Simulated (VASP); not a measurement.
# BaZn2H6 (Fm-3m) in VASP: a series of runs

The runs below take BaZn2H6 through single point, with PBE.

Everything below comes from runs of VASP 6.6.1. Logs are shortened: lines on timing, memory, paths and dates and some standing lists are left out, and cuts for length are marked.

## Step 1: The cell of the first run

The structure is cubic, space group Fm-3m (No. 225). The conventional cell has a = 7.747 Å, b = 7.747 Å, c = 7.747 Å, α = 90.00°, β = 90.00°, γ = 90.00°. Within 4.0 Å of Ba (site symmetry m-3m) lie 30 H at 2.93 to 3.99 Å and 8 Zn at 3.35 Å. Within 4.0 Å of Zn (site symmetry -43m) lie 24 H at 2.91 to 3.98 Å and 4 Ba at 3.35 Å and 6 Zn at 3.87 Å. H (site symmetry 4mm) has 4 H at 1.34 Å within 1.8 Å.

The cell was built from a structure type or drawn by symmetry, and may not be a known phase.

## Step 2: Single point, PBE

The input, INCAR:

```
SYSTEM = BaZn2H6
PREC = Accurate ; ENCUT = 520
EDIFF = 1E-7 ; ISMEAR = 0
SIGMA = 0.1 ; LREAL = .FALSE.
LASPH = .TRUE. ; NELM = 60
ALGO = Normal ; ISIF = 2
LWAVE = .FALSE. ; LCHARG = .FALSE.
GGA = PE ; NBANDS = 30
```

The input, KPOINTS:

```
Automatic mesh
0
G
  4 4 4
  0 0 0
```

The input, POSCAR:

```
BaZn2H6
1.0
    0.0000000000      3.8732586007      3.8732586007
    3.8732586007      0.0000000000      3.8732586007
    3.8732586007      3.8732586007      0.0000000000
Ba Zn H
1 2 6
Direct
    0.5000000000      0.5000000000      0.5000000000
    0.2500000000      0.2500000000      0.2500000000
    0.7500000000      0.7500000000      0.7500000000
    0.1221921573      0.8778078427      0.8778078427
    0.8778078427      0.1221921573      0.1221921573
    0.8778078427      0.1221921573      0.8778078427
    0.1221921573      0.8778078427      0.1221921573
    0.8778078427      0.8778078427      0.1221921573
    0.1221921573      0.1221921573      0.8778078427
```

Potentials or basis: VASP PAW PBE potentials, release 64 (Ba_sv, Zn, H).

On the command line:

```bash
cat potpaw_PBE.64/Ba_sv/POTCAR potpaw_PBE.64/Zn/POTCAR potpaw_PBE.64/H/POTCAR > POTCAR
mpirun -np 1 vasp_std > vasp.out
```

OUTCAR:

```text
SYSTEM = BaZn2H6
   PREC = Accurate
   ENCUT = 520
   EDIFF = 1E-7
   ISMEAR = 0
   LREAL = .FALSE.
   LASPH = .TRUE.
   NELM = 60
   ISIF = 2
   GGA = PE

 ion  position               nearest neighbor table
   1  0.500  0.500  0.500-   2 3.35   2 3.35   2 3.35   2 3.35   3 3.35   3 3.35   3 3.35   3 3.35

   2  0.250  0.250  0.250-   1 3.35   1 3.35   1 3.35   1 3.35
   3  0.750  0.750  0.750-   1 3.35   1 3.35   1 3.35   1 3.35
   4  0.122  0.878  0.878-
   5  0.878  0.122  0.122-
   6  0.878  0.122  0.878-
   7  0.122  0.878  0.122-
   8  0.878  0.878  0.122-
   9  0.122  0.122  0.878-

  LATTYP: Found a face centered cubic cell.
 ALAT       =     7.7465172014

  Lattice vectors:

 A1 = (   0.0000000000,   3.8732586007,   3.8732586007)
 A2 = (   3.8732586007,   0.0000000000,   3.8732586007)
 A3 = (   3.8732586007,   3.8732586007,   0.0000000000)

Analysis of symmetry for initial positions (statically):
=====================================================================
 Subroutine PRICEL returns:
 Original cell was already a primitive cell.

 Routine SETGRP: Setting up the symmetry group for a
 face centered cubic supercell.

 Subroutine GETGRP returns: Found 48 space group operations
 (whereof 48 operations were pure point group operations)
 out of a pool of 48 trial point group operations.

The static configuration has the point symmetry O_h .

Analysis of symmetry for dynamics (positions and initial velocities):
=====================================================================
 Subroutine PRICEL returns:
 Original cell was already a primitive cell.

 Routine SETGRP: Setting up the symmetry group for a
 face centered cubic supercell.

 Subroutine GETGRP returns: Found 48 space group operations
 (whereof 48 operations were pure point group operations)
 out of a pool of 48 trial point group operations.

The dynamic configuration has the point symmetry O_h .

 Subroutine INISYM returns: Found 48 space group operations
 (whereof 48 operations are pure point group operations),
 and found     1 'primitive' translations

----------------------------------------------------------------------------------------
[... 91 lines left out ...]
   LREAL  =      F    real-space projection
   EDIFFG = 0.1E-05   stopping-criterion for IOM
   NSW    =      0    number of steps for IOM
   IBRION =     -1    ionic relax: 0-MD 1-quasi-New 2-CG
   NFREE  =      0    steps in history (QN), initial steepest desc. (CG)
   ISIF   =      2    stress and relaxation
   ISYM   =      2    0-nonsym 1-usesym 2-fastsym
   POTIM  = 0.5000    time-step for ionic-motion
   TEBEG  =    0.0;   TEEND  =   0.0 temperature during run
   PSTRESS=    0.0 pullay stress
   NELECT =      40.0000    total number of electrons
   NUPDOWN=      -1.0000    fix difference up-down
   EMIN   =  10.00;   EMAX   =-10.00  energy-range for DOS
   EFERMI =   0.00;   METHOD = LEGACY
   ISMEAR =     0;   SIGMA  =   0.10  broadening in eV -4-tet -1-fermi 0-gaus
   EFERMI_NEDOS =   21; number of points for ismear=-14 and -15
   IALGO  =     38    algorithm
   IMIX   =      4    mixing-type and parameters
     AMIX     =   0.40;   BMIX     =  1.00
     AMIX_MAG =   1.60;   BMIX_MAG =  1.00
  volume/ion in A,a.u.               =      12.91        87.14
  Fermi-wavevector in a.u.,A,eV,Ry     =   1.147295  2.168073 17.909148  1.316285
  Thomas-Fermi vector in A             =   2.283975
   LORBIT       =      0    0 simple, 1 ext, 2 COOP (PROOUT), +10 PAW based schemes
   GGA     = PE    functional components
   LHFCALC =     F    Hartree Fock is set to
   AEXX    =    0.0000 exact exchange contribution
   IVDW    =     0    specifies the selected vdW correction
   LEPSILON=     F    determine dielectric tensor
   LRPA    =     F    only Hartree local field effects (RPA)
 non-spin polarized calculation
 Gauss-broadening in eV      SIGMA  =   0.10
  energy-cutoff  :      520.00
  volume of cell :      116.21
 maximum number of plane-waves:      3156
 NGX is ok and might be reduce to    42
   NGX = 21   NGY = 21   NGZ = 21

 number of electron      39.9999982 magnetization

 Free energy of the ion-electron system (eV)
  ---------------------------------------------------
  ext. energy  EPLUGINS =         0.00000000
  ---------------------------------------------------
  free energy    TOTEN  =       -18.30566777 eV

  energy without entropy =      -18.29898161  energy(sigma->0) =      -18.30232469

 E-fermi :   1.1698     XC(G=0):  -9.0737

 val. band max:        1.1698245346   @ k =   0.5000   0.0000   0.0000
 cond. band min:       1.7973586476   @ k =   0.2500   0.0000   0.0000
 fundamental gap:      0.6275341130
 Fermi energy:         1.1698422830

 k-point     1 :       0.0000    0.0000    0.0000
  band No.  band energies     occupation
      1     -26.9356      2.00000
      2     -12.1784      2.00000
      3     -12.1784      2.00000
      4     -12.1784      2.00000
      5      -9.4368      2.00000
      6      -5.5329      2.00000
[... 253 lines left out ...]
     29       7.8369      0.00000
     30       7.8369      0.00000

------------------------ aborting loop because EDIFF is reached ----------------------------------------

  FORCE on cell =-STRESS in cart. coord.  units (eV):
  Direction    XX          YY          ZZ          XY          YZ          ZX
  --------------------------------------------------------------------------------------
  -------------------------------------------------------------------------------------
  Total        0.0612303      0.0612303      0.0612303      0.0000000     -0.0000000      0.0000000
  in kB        0.8441455      0.8441455      0.8441455      0.0000000     -0.0000000      0.0000000
  external PRESSURE =       0.8441455 kB  Pullay stress =       0.0000000 kB

 VOLUME and BASIS-vectors are now :
 -----------------------------------------------------------------------------
  energy-cutoff  :      520.00
  volume of cell :      116.21
      direct lattice vectors                 reciprocal lattice vectors
     0.000000000  3.873258601  3.873258601    -0.129090270  0.129090270  0.129090270
     3.873258601  0.000000000  3.873258601     0.129090270 -0.129090270  0.129090270
     3.873258601  3.873258601  0.000000000     0.129090270  0.129090270 -0.129090270

 POSITION                                       TOTAL-FORCE (eV/Angst)
 -----------------------------------------------------------------------------------
      3.87326      3.87326      3.87326        -0.000000      0.000000     -0.000000
      1.93663      1.93663      1.93663         0.000000      0.000000     -0.000000
      5.80989      5.80989      5.80989         0.000000      0.000000      0.000000
      6.79995      3.87326      3.87326        -0.007838      0.000000      0.000000
      0.94656      3.87326      3.87326         0.007838      0.000000      0.000000
      3.87326      6.79995      3.87326         0.000000     -0.007838      0.000000
      3.87326      0.94656      3.87326         0.000000      0.007838      0.000000
      3.87326      3.87326      6.79995         0.000000      0.000000     -0.007838
      3.87326      3.87326      0.94656         0.000000      0.000000      0.007838
 -----------------------------------------------------------------------------------
    total drift:                               -0.000000     -0.000000      0.000000

  FREE ENERGIE OF THE ION-ELECTRON SYSTEM (eV)
  ---------------------------------------------------
  free  energy   TOTEN  =       -18.3056677743 eV

  energy  without entropy=      -18.2989816082  energy(sigma->0) =      -18.30232469
```

OSZICAR:

```text
N       E                     dE             d eps       ncg     rms          rms(c)
DAV:   1     0.262204755257E+03    0.26220E+03   -0.17793E+04   480   0.144E+03
DAV:   2     0.719806576557E+01   -0.25501E+03   -0.24390E+03   492   0.319E+02
DAV:   3    -0.188426287859E+02   -0.26041E+02   -0.25785E+02   582   0.106E+02
DAV:   4    -0.199288411113E+02   -0.10862E+01   -0.10813E+01   706   0.154E+01
DAV:   5    -0.199410736111E+02   -0.12232E-01   -0.12232E-01   584   0.138E+00    0.536E+00
DAV:   6    -0.183392589679E+02    0.16018E+01   -0.30508E+00   618   0.185E+01    0.281E+00
DAV:   7    -0.183091190787E+02    0.30140E-01   -0.13352E+00   574   0.538E+00    0.122E+00
DAV:   8    -0.183052910982E+02    0.38280E-02   -0.75279E-02   556   0.103E+00    0.648E-01
DAV:   9    -0.183055525542E+02   -0.26146E-03   -0.74154E-03   612   0.598E-01    0.140E-01
DAV:  10    -0.183056390079E+02   -0.86454E-04   -0.16565E-03   608   0.197E-01    0.489E-02
DAV:  11    -0.183056663338E+02   -0.27326E-04   -0.42063E-04   558   0.104E-01    0.114E-02
DAV:  12    -0.183056675443E+02   -0.12105E-05   -0.27621E-05   606   0.285E-02    0.485E-03
DAV:  13    -0.183056689451E+02   -0.14008E-05   -0.12941E-05   566   0.128E-02    0.544E-03
DAV:  14    -0.183056678724E+02    0.10727E-05   -0.74897E-06   546   0.969E-03    0.128E-03
DAV:  15    -0.183056677743E+02    0.98108E-07   -0.55008E-07   582   0.281E-03
   1 F= -.18305668E+02 E0= -.18302325E+02  d E =-.668617E-02
```

Run time: 19 s. Hardware: 1 thread of Intel Xeon 6975P-C (Granite Rapids), shared host; peak memory 0.26 GiB.

What came out:

```
Free energy            : -18.3057 eV
Pressure               : 0.1 GPa
Largest force          : 0.008 eV/Å
Band gap on the k mesh : zero (bands 20 and 21 overlap by 0.05 eV)
```

Forces in eV/Å, atoms in the order of the input:
```
Ba   0.000  0.000  0.000
Zn   0.000  0.000  0.000
Zn   0.000  0.000  0.000
H   -0.008  0.000  0.000
H    0.008  0.000  0.000
H    0.000 -0.008  0.000
H    0.000  0.008  0.000
H    0.000  0.000 -0.008
H    0.000  0.000  0.008
```

Levels at points of the mesh, in eV from the Fermi level:
```csv
k point,band 17,band 18,band 19,band 20,band 21,band 22,band 23,band 24
"(0.00, 0.00, 0.00)",-1.73,-1.73,-1.73,-0.86,-0.05,-0.05,-0.05,1.47
"(0.50, 0.00, 0.00)",-2.48,-2.48,-2.32,0.00,1.89,1.89,2.32,2.32
"(0.50, 0.50, 0.00)",-2.89,-2.33,-2.33,-0.10,0.79,2.04,2.69,2.76
```

Caveat: spin-orbit coupling is left out, which moves the levels of the heavy elements.

## Step 3: Single point, PBE

This run uses another cell than the first one, of 22.34 Å³/atom.

The input, INCAR:

```
PREC = Accurate
ENCUT = 520
EDIFF = 1E-6
ISMEAR = 0
SIGMA = 0.1
LREAL = False
LASPH = True
NELM = 100
ALGO = Normal
ISIF = 2
LWAVE = False
LCHARG = False
GGA = PE
NBANDS = 30
```

The input, KPOINTS:

```
regular mesh
0
Gamma
  4 4 4
```

The input, POSCAR:

```
BaZn2H6
1.0
    0.0000000000      4.6495874600      4.6495874600
    4.6495874600      0.0000000000      4.6495874600
    4.6495874600      4.6495874600      0.0000000000
Ba Zn H
1 2 6
Direct
    0.5000000000      0.5000000000      0.5000000000
    0.2500000000      0.2500000000      0.2500000000
    0.7500000000      0.7500000000      0.7500000000
    0.1591415700      0.8408584300      0.8408584300
    0.8408584300      0.1591415700      0.1591415700
    0.8408584300      0.1591415700      0.8408584300
    0.1591415700      0.8408584300      0.1591415700
    0.8408584300      0.8408584300      0.1591415700
    0.1591415700      0.1591415700      0.8408584300
```

Potentials or basis: VASP PAW PBE potentials, release 64 (Ba_sv, Zn, H).

On the command line:

```bash
cat potpaw_PBE.64/Ba_sv/POTCAR potpaw_PBE.64/Zn/POTCAR potpaw_PBE.64/H/POTCAR > POTCAR
mpirun -np 1 vasp_std > vasp.out
```

Run time: 30 s. Hardware: 1 thread of Intel Xeon 6975P-C (Granite Rapids), shared host; peak memory 0.36 GiB.

The run converged. Its results:

```
Free energy            : -14.1931 eV
Pressure               : -5.6 GPa
Largest force          : 0.831 eV/Å
Band gap on the k mesh : 0.26 eV (least direct gap 0.42 eV)
```

Forces on the atoms (eV/Å):
```
Ba   0.000  0.000  0.000
Zn   0.000  0.000  0.000
Zn   0.000  0.000  0.000
H    0.831  0.000  0.000
H   -0.831  0.000  0.000
H    0.000  0.831  0.000
H    0.000 -0.831  0.000
H    0.000  0.000  0.831
H    0.000  0.000 -0.831
```

Levels at points of the mesh, in eV from the valence-band top:
| k point | band 18 | band 19 | band 20 | band 21 | band 22 | band 23 |
| --- | --- | --- | --- | --- | --- | --- |
| (0.00, 0.00, 0.00) | -0.77 | -0.77 | -0.77 | 0.50 | 0.50 | 1.37 |
| (0.50, 0.00, 0.00) | -1.18 | -1.18 | -0.04 | 0.99 | 0.99 | 2.30 |
| (0.50, 0.50, 0.00) | -1.15 | -1.15 | -0.07 | 0.49 | 0.68 | 2.82 |

Caveat: the cell stands under tension; spin-orbit coupling is left out, which moves the levels of the heavy elements.

## Step 4: Single point, PBE

This run uses another cell than the first one, of 12.77 Å³/atom.

The input, INCAR:

```
SYSTEM = BaZn2H6
PREC = Accurate ; ENCUT = 520
EDIFF = 1E-6 ; ISMEAR = 0
SIGMA = 0.1 ; LREAL = .FALSE.
LASPH = .TRUE. ; NELM = 80
ALGO = Normal ; ISIF = 2
LWAVE = .FALSE. ; LCHARG = .FALSE.
GGA = PE ; NBANDS = 30
```

The input, KPOINTS:

```
regular mesh
0
G
  8 8 8
  0 0 0
```

The input, POSCAR:

```
BaZn2H6
1.0
    0.0000000000      3.8594240163      3.8594240163
    3.8594240163      0.0000000000      3.8594240163
    3.8594240163      3.8594240163      0.0000000000
Ba Zn H
1 2 6
Direct
    0.5000000000      0.5000000000      0.5000000000
    0.2500000000      0.2500000000      0.2500000000
    0.7500000000      0.7500000000      0.7500000000
    0.1227509523      0.8772490477      0.8772490477
    0.8772490477      0.1227509523      0.1227509523
    0.8772490477      0.1227509523      0.8772490477
    0.1227509523      0.8772490477      0.1227509523
    0.8772490477      0.8772490477      0.1227509523
    0.1227509523      0.1227509523      0.8772490477
```

On the command line:

```bash
cat potpaw_PBE.64/Ba_sv/POTCAR potpaw_PBE.64/Zn/POTCAR potpaw_PBE.64/H/POTCAR > POTCAR
mpirun -np 1 vasp_std > vasp.out
```

It took 52 s on 1 thread of Intel Xeon 6975P-C (Granite Rapids), shared host; peak memory 0.31 GiB.

Results (log left out):

- Free energy: -18.3157 eV
- Pressure: 0.2 GPa
- Largest force: 0.006 eV/Å
- Band gap on the k mesh: zero (bands 20 and 21 overlap by 0.41 eV)

Forces in eV/Å, atoms in the order of the input:
```
Ba   0.000  0.000  0.000
Zn   0.000  0.000  0.000
Zn   0.000  0.000  0.000
H    0.006  0.000  0.000
H   -0.006  0.000  0.000
H    0.000  0.006  0.000
H    0.000 -0.006  0.000
H    0.000  0.000  0.006
H    0.000  0.000 -0.006
```

Levels at points of the mesh, in eV from the Fermi level:
| k point | band 16 | band 17 | band 18 | band 19 | band 20 | band 21 | band 22 | band 23 | band 24 | band 25 |
| --- | --- | --- | --- | --- | --- | --- | --- | --- | --- | --- |
| (0.00, 0.00, 0.00) | -3.76 | -1.93 | -1.93 | -1.93 | -1.01 | -0.24 | -0.24 | -0.24 | 1.28 | 1.28 |
| (0.50, 0.00, 0.00) | -4.94 | -2.70 | -2.70 | -2.49 | -0.17 | 1.72 | 1.72 | 2.15 | 2.15 | 3.53 |
| (0.50, 0.50, 0.00) | -4.21 | -3.08 | -2.54 | -2.54 | -0.27 | 0.63 | 1.84 | 2.53 | 2.60 | 2.60 |

Caveat: spin-orbit coupling is left out, which moves the levels of the heavy elements.

## Step 5: Overview

```csv
cell,k mesh,gap on the mesh (eV),pressure (GPa),largest force (eV/Å)
"a = 5.478 Å, angles 60.0°, 9 atoms, atomic positions A",4 × 4 × 4,none,0.1,0.01
"a = 6.576 Å, angles 60.0°, 9 atoms, atomic positions B",4 × 4 × 4,0.26,-5.6,0.83
"a = 5.458 Å, angles 60.0°, 9 atoms, atomic positions A",8 × 8 × 8,none,0.2,0.01
```

Alike in all rows: task single point; level PBE; potentials or basis VASP PAW PBE potentials, release 64 (Ba_sv, Zn, H); no spin polarisation; cutoff (eV) 520; smearing gaussian 0.1 eV.

Caveats: spin-orbit coupling is left out, which moves the levels of the heavy elements; the cell stands under tension (at least some runs).

Total energies depend on the potentials used, so only differences within one code and one set of settings carry meaning.
